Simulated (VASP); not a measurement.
# Sn5Ge12: single point with PBE

Sn5Ge12:

```xyz
17
Lattice="7.0816 -0.0735 0.0307 -0.0735 7.7150 -0.3470 0.0307 -0.3470 7.5368" Properties=species:S:1:pos:R:3 pbc="T T T"
Sn    2.0993    6.7927    2.5363
Sn    6.2780    2.6253    1.0758
Sn    5.0083    4.8699    6.4115
Sn    2.8472    3.6818    1.3899
Sn    5.8045    1.8107    5.4791
Ge    2.5226    1.3258   -0.2173
Ge    1.8131    6.3198    6.0870
Ge    4.5938   -0.7822    5.3103
Ge    1.1240    1.6378    2.5936
Ge    5.1734    4.7730    2.8892
Ge    2.4044    1.9536    4.8079
Ge    4.6732    0.2146    2.5092
Ge    0.7343    3.9312    6.5105
Ge    7.7140    6.6035    0.5865
Ge    0.2586    6.0095    4.3935
Ge    5.1351    8.1983   -0.3760
Ge    2.7249    4.3826    4.2479
```

```
Program                : VASP 6.6.1
Task                   : single point
Functional             : PBE
Potentials or basis    : VASP PAW PBE potentials, release 64 (Sn_d, Ge_d)
Cutoff                 : 410 eV
k mesh                 : 1 × 1 × 1, shifted
Occupations            : fermi-dirac, width 0.1861 eV
Spin                   : no spin polarisation
Dipole correction      : no
Mended                 : yes
Further INCAR settings : LREAL = Auto; ALGO = Normal; EDIFF = 1e-06; NBANDS = 133; ISYM = -1
```

The pressure is 3.5 GPa. The largest force is 2.333 eV/Å.

Forces on the atoms (eV/Å):
```
Sn   1.266 -0.355  0.746
Sn   0.002  1.452  0.583
Sn  -0.165 -1.181  0.580
Sn   0.361 -0.081 -0.316
Sn  -0.004  0.754 -1.212
Ge   0.703  0.197  0.145
Ge   2.290  0.443 -0.037
Ge  -0.662  0.575 -1.931
Ge   0.418 -0.042 -0.105
Ge  -0.041  0.420 -0.095
Ge  -0.404 -0.262  0.313
Ge   0.024 -0.283  0.667
Ge  -0.169 -0.387  0.568
Ge  -2.259 -0.266 -0.154
Ge  -1.456 -0.346 -1.310
Ge  -0.481 -0.911  1.264
Ge   0.577  0.273  0.293
```

Stress tensor (GPa, compression positive):
```
0.29 3.22 4.75
3.22 3.26 2.77
4.75 2.77 6.93
```

Levels at points of the mesh, in eV from the Fermi level:
| k point | band 115 | band 116 | band 117 | band 118 | band 119 | band 120 | band 121 | band 122 | band 123 | band 124 |
| --- | --- | --- | --- | --- | --- | --- | --- | --- | --- | --- |
| (0.25, 0.25, 0.25) | -1.11 | -0.91 | -0.62 | -0.38 | -0.13 | 0.08 | 0.45 | 0.71 | 0.97 | 1.12 |

Run time: 64 s on 1 thread of Intel(R) Xeon(R) 6975P-C (Granite Rapids) (shared host), peak memory 0.31 GiB.

Caveat: the atoms stand as in a frame of molecular dynamics; spin-orbit coupling is left out, which moves the levels of the heavy elements.
